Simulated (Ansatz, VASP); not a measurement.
One calculation of C, two programs

The input POSCAR:

```
C
1.0
    0.0000000000      1.7801241425      1.7445216597
    1.7801241425      0.0000000000      1.7445216597
    1.7801241425      1.7801241425      0.0000000000
C
2
Direct
    0.0000000000      0.0000000000      0.0000000000
    0.2500000000      0.2500000000      0.2500000000
```

INCAR.step1

```
SYSTEM = C
PREC = Accurate
ENCUT = 910
ISMEAR = 0
SIGMA = 0.01
LREAL = .False.
LASPH = .True.
NELM = 120
NBANDS = 11
GGA = PE
ALGO = Normal
EDIFF = 1E-5
LWAVE = .True.
LCHARG = .False.
GGA_COMPAT = .False.
```

Contents of INCAR.step2:

```
SYSTEM = C
PREC = Accurate
ENCUT = 910
EDIFF = 1E-6
ISMEAR = 0
SIGMA = 0.01
LREAL = .False.
LASPH = .True.
NELM = 120
ALGO = Normal
ISIF = 2
LWAVE = .False.
LCHARG = .False.
METAGGA = R2SCAN
LMIXTAU = .True.
NBANDS = 11
ISTART = 1
GGA_COMPAT = .False.
```

The input KPOINTS:

```
regular mesh
0
Gamma
  12 12 12
  0 0 0
```

Input for Ansatz:

```yaml
crystal:
  lattice:
    - [0.0, 1.7801241425, 1.7445216597]
    - [1.7801241425, 0.0, 1.7445216597]
    - [1.7801241425, 1.7801241425, 0.0]
  atoms:
    - { symbol: C, position: [0.0, 0.0, 0.0] }
    - { symbol: C, position: [0.25, 0.25, 0.25] }
kpoints:
  mp_grid: { grid: [12, 12, 12] }
  band_path:
    path:
      - [0.0, 0.0, 0.0]
      - [0.5, 0.0, 0.5]
      - [0.625, 0.25, 0.625]
      - [0.375, 0.375, 0.75]
      - [0.5, 0.5, 0.5]
      - [0.5, 0.25, 0.75]
      - [0.367188, 0.367188, 0.0]
    npoints: 1
hamiltonian:
  xc: r2scan
scf:
  occupations: { method: fixed }
  n_extra_bands: 4
output:
  forces: true
  stress: true
  eigenvalues: true
  write_density: true
  write_potential: true
  elf: true
  volumetric_format: npy
```

Change from the starting cell: uniaxial_z strain -2.0%.

Alike in both runs: task single point; functional r2SCAN; k mesh 12 × 12 × 12; no spin polarisation.

```csv
,VASP,Ansatz
version,VASP 6.6.1,Ansatz 0.2.0
potentials or method,"VASP PAW PBE potentials, release 64 (C_h)","plane waves, PAW"
plane-wave cutoff (eV),910,500
occupations,"gaussian, width 0.01 eV",fixed
valence electrons in the cell,8,8
```

```csv
,VASP,Ansatz,Ansatz less VASP
gap on the k mesh at the Fermi level (eV),3.89,3.89,-0.001
```

VASP's potentials were made for PBE, not for r2SCAN.

Noted on VASP's run: the cutoff is short for stress, so the pressure is rough.
